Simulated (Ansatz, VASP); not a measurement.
# Ir in VASP and in Ansatz

File INCAR:

```
PREC = Accurate
ENCUT = 520
EDIFF = 1E-7
ISMEAR = -1
SIGMA = 0.08
LREAL = F
LASPH = T
NELM = 100
ALGO = Normal
ISIF = 2
LWAVE = F
LCHARG = F
GGA = CA
NBANDS = 10
```

KPOINTS

```
Automatic mesh
0
Gamma
  20 20 20
```

POSCAR

```
Ir
1.0
   -1.3457229575      1.3457229575      1.3457229575
    1.3457229575     -1.3457229575      1.3457229575
    1.3457229575      1.3457229575     -1.3457229575
Ir
1
Direct
    0.0000000000      0.0000000000      0.0000000000
```

Input for Ansatz:

```yaml
crystal:
  lattice:
    - [-1.3457229575, 1.3457229575, 1.3457229575]
    - [1.3457229575, -1.3457229575, 1.3457229575]
    - [1.3457229575, 1.3457229575, -1.3457229575]
  atoms:
    - { symbol: Ir, position: [0.0, 0.0, 0.0] }
kpoints:
  mp_grid: { grid: [20, 20, 20] }
scf:
  occupations: { method: fermi_dirac, width: 0.08 }
hamiltonian:
  xc: lda
  pseudopotentials: { kind: paw }
output:
  forces: true
  stress: true
  eigenvalues: true
  populations: true
```

Change from the starting cell: volume scaled by 0.68, PAW files.

Alike in both runs: task single point; functional LDA; k mesh 20 × 20 × 20; occupations fermi-dirac, width 0.08 eV; no spin polarisation.

|  | VASP | Ansatz |
| --- | --- | --- |
| version | VASP 6.6.1 | Ansatz 0.2.0 |
| potentials or method | VASP PAW LDA potentials, release 64 (Ir) | PAW with Ansatz's default frozen-core files, scalar-relativistic |
| plane-wave cutoff (eV) | 520 | 420 |
| valence electrons in the cell | 9 | 17 |

|  | VASP | Ansatz | Ansatz less VASP |
| --- | --- | --- | --- |
| pressure (GPa) | 361.0 | 349.2 | -11.75 |

LDA's correlation is that of Perdew and Zunger in VASP and of Perdew and Wang (1992) in Ansatz. Both programs put the cell under a high pressure, so it lies far from rest at this level. VASP's potentials hold 9 valence electrons a cell and Ansatz's 17, so a difference there can come from the potentials and not from the codes.

Neither program's run includes spin-orbit coupling. Noted on VASP's run: the cell as given lies far from equilibrium.
